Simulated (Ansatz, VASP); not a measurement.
## One calculation of SnO2, two programs

Contents of INCAR:

```
PREC = Accurate ; ENCUT = 520
EDIFF = 1E-6 ; ISMEAR = 0
SIGMA = 0.05 ; LREAL = False
LASPH = True ; NELM = 80
ALGO = Normal ; ISIF = 2
LWAVE = False ; LCHARG = False
GGA = PE ; NBANDS = 64
```

The input KPOINTS:

```
Automatic mesh
0
Gamma
  6 6 6
```

The input POSCAR:

```
SnO2
1.0
    4.7852104882      0.0000000000      0.0000000000
    0.0000000000      6.3031463848      0.0000000000
    0.0000000000      0.0000000000      5.2998018823
Sn O
4 8
Direct
    0.5000000000      0.6651654903      0.7500000000
    0.0000000000      0.8348345097      0.2500000000
    0.5000000000      0.3348345097      0.2500000000
    0.0000000000      0.1651654903      0.7500000000
    0.7301204269      0.6070551965      0.0781681516
    0.2301204269      0.8929448035      0.9218318484
    0.7698795731      0.8929448035      0.5781681516
    0.2698795731      0.6070551965      0.4218318484
    0.7301204269      0.3929448035      0.5781681516
    0.2301204269      0.1070551965      0.4218318484
    0.7698795731      0.1070551965      0.0781681516
    0.2698795731      0.3929448035      0.9218318484
```

Input for Ansatz:

```yaml
crystal:
  lattice:
    - [4.7852104882, 0.0, 0.0]
    - [0.0, 6.3031463848, 0.0]
    - [0.0, 0.0, 5.2998018823]
  atoms:
    - { symbol: Sn, position: [0.5, 0.6651654903, 0.75] }
    - { symbol: Sn, position: [0.0, 0.8348345097, 0.25] }
    - { symbol: Sn, position: [0.5, 0.3348345097, 0.25] }
    - { symbol: Sn, position: [0.0, 0.1651654903, 0.75] }
    - { symbol: O, position: [0.7301204269, 0.6070551965, 0.0781681516] }
    - { symbol: O, position: [0.2301204269, 0.8929448035, 0.9218318484] }
    - { symbol: O, position: [0.7698795731, 0.8929448035, 0.5781681516] }
    - { symbol: O, position: [0.2698795731, 0.6070551965, 0.4218318484] }
    - { symbol: O, position: [0.7301204269, 0.3929448035, 0.5781681516] }
    - { symbol: O, position: [0.2301204269, 0.1070551965, 0.4218318484] }
    - { symbol: O, position: [0.7698795731, 0.1070551965, 0.0781681516] }
    - { symbol: O, position: [0.2698795731, 0.3929448035, 0.9218318484] }
basis:
  ecutwfc: 520.0
kpoints:
  mp_grid: { grid: [6, 6, 6] }
hamiltonian:
  xc: pbe
  pseudopotentials: { kind: paw, azcp: { folder: soft_1 } }
scf:
  occupations: { method: gaussian, width: 0.05 }
output:
  forces: true
  stress: true
  eigenvalues: true
```

Change from the starting cell: volume 13.321 Å^3 an atom, stretch along b over the lengths across it, relative to the relaxed cell 1.0835.

Alike in both runs: task single point; functional PBE; k mesh 6 × 6 × 6; occupations gaussian, width 0.05 eV; no spin polarisation.

|  | VASP | Ansatz |
| --- | --- | --- |
| version | VASP 6.6.1 | Ansatz 0.2.0 |
| potentials or method | VASP PAW PBE potentials, release 64 (Sn_d, O), cutoff 520 eV | scalar-relativistic, plane waves, PAW |
| valence electrons in the cell | 104 | 104 |

```tsv
	VASP	Ansatz	Ansatz less VASP
gap on the k mesh at the Fermi level (eV)	0.26	0.27	+0.012
least direct gap on the mesh (eV)	0.26	0.27	+0.012
pressure (GPa)	-10.4	-10.8	-0.45
traceless stress, the component that is largest in VASP (GPa)	-6.24	-6.16	+0.086
rms of the force components (eV/Å)	0.113	0.117	+0.0032
```

Atom by atom the forces differ by 0.011 eV/Å (rms over components).
